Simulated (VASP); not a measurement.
Input of a VASP 6.6.1 run:

The input INCAR:

```
ALGO     = Normal         # electronic algorithm
EDIFF    = 1E-7           # SCF threshold, eV
ENCUT    = 520            # plane-wave cutoff, eV
GGA      = PS             # functional
ISIF     = 2              # what is computed and relaxed
ISMEAR   = 0              # smearing method
LASPH    = True           # aspherical terms in the spheres
LCHARG   = False          # write CHGCAR
LREAL    = False          # projectors in reciprocal space
LWAVE    = False          # write WAVECAR
NBANDS   = 36             # bands
NELM     = 100            # most SCF steps
PREC     = Accurate       # precision mode
SIGMA    = 0.01           # smearing width, eV
```

KPOINTS

```
k-points
0
Gamma
  6 6 6
```

Contents of POSCAR:

```
ZnS
1.0
    1.9464785827      1.1237999341      9.5652575468
   -1.9464785827      1.1237999341      9.5652575468
    0.0000000000     -2.2475998682      9.5652575468
Zn S
3 3
Direct
    0.9999711400      0.9999711400      0.9999711400
    0.2222694100      0.2222694100      0.2222694100
    0.4446134400      0.4446134400      0.4446134400
    0.0832671700      0.0832671700      0.0832671700
    0.5278423000      0.5278423000      0.5278423000
    0.3053625400      0.3053625400      0.3053625400
```

Potentials or basis: VASP PAW PBE potentials, release 64 (Zn, S).

Run with:

```bash
$ cat potpaw_PBE.64/Zn/POTCAR potpaw_PBE.64/S/POTCAR > POTCAR
$ mpirun -np 1 vasp_std > vasp.out
```

(1) Estimate the largest force.

(2) Predict the pressure.

Answers

(1) 0.021 eV/Å.

(2) -5.4 GPa.

Caveat: the PAW data sets were made with another functional, which shifts forces and pressure a little.
